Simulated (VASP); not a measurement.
Runs of VASP 6.6.1 on CdTe. The structure is that of space group F-43m (No. 216), or close to it. The cells are those of the table. 

| task | cell | k mesh | cutoff (eV) | smearing | gap on the mesh (eV) | pressure (GPa) |
| --- | --- | --- | --- | --- | --- | --- |
| relaxation of cell and atoms | relaxed to 1 GPa from a = 4.636 Å, angles 60.0°, 2 atoms | 8 × 8 × 8 | 600 | gaussian 0.01 eV | 1.23 | 1.0 |
| single point | a = 4.569 Å, angles 60.0°, 2 atoms | 8 × 8 × 8 | 520 | gaussian 0.01 eV | 1.30 | (a) |
| single point | a = 4.513 Å, angles 60.0°, 2 atoms | 8 × 8 × 8 | 520 | gaussian 0.01 eV | 1.43 | 4.1 |
| relaxation of cell and atoms | relaxed to 2 GPa from a = 4.636 Å, angles 60.0°, 2 atoms | 8 × 8 × 8 | 600 | gaussian 0.01 eV | 1.30 | 2.0 |
| single point | a = 4.306 Å, angles 60.0°, 2 atoms | 8 × 8 × 8 | 520 | gaussian 0.01 eV | 1.90 | 15.2 |
| single point | a = 4.602 Å, angles 60.0°, 2 atoms | 8 × 8 × 8 | 520 | gaussian 0.01 eV | 1.23 | 1.1 |
| relaxation of cell and atoms | relaxed to 4 GPa from a = 4.636 Å, angles 60.0°, 2 atoms | 8 × 8 × 8 | 600 | gaussian 0.01 eV | 1.42 | 4.0 |
| single point | a = 4.385 Å, angles 60.0°, 2 atoms | 8 × 8 × 8 | 520 | gaussian 0.01 eV | 1.72 | (c) |
| single point | a = 4.443 Å, angles 60.0°, 2 atoms | 8 × 8 × 8 | 520 | gaussian 0.01 eV | 1.58 | 7.2 |
| single point | a = 4.636 Å, angles 60.0°, 2 atoms | 14 × 14 × 14 | 520 | fermi-dirac 0.08 eV | 1.16 | (b) |

Alike in all rows: level r2SCAN; potentials or basis VASP PAW PBE potentials, release 64 (Cd, Te); no spin polarisation.

Question: Estimate the missing entries.

Answer: (a) 2.1; (b) 0.1; (c) 10.2.

Caveats: the PAW data sets were made with another functional, which shifts forces and pressure a little; spin-orbit coupling is left out, which moves the levels of the heavy elements; the cell stands under pressure (at least some runs); the cell is relaxed towards a set pressure, so the run minimises the enthalpy, not the energy (at least some runs).

A k mesh can miss the band edges, and the runs leave out spin-orbit coupling on Cd, Te.
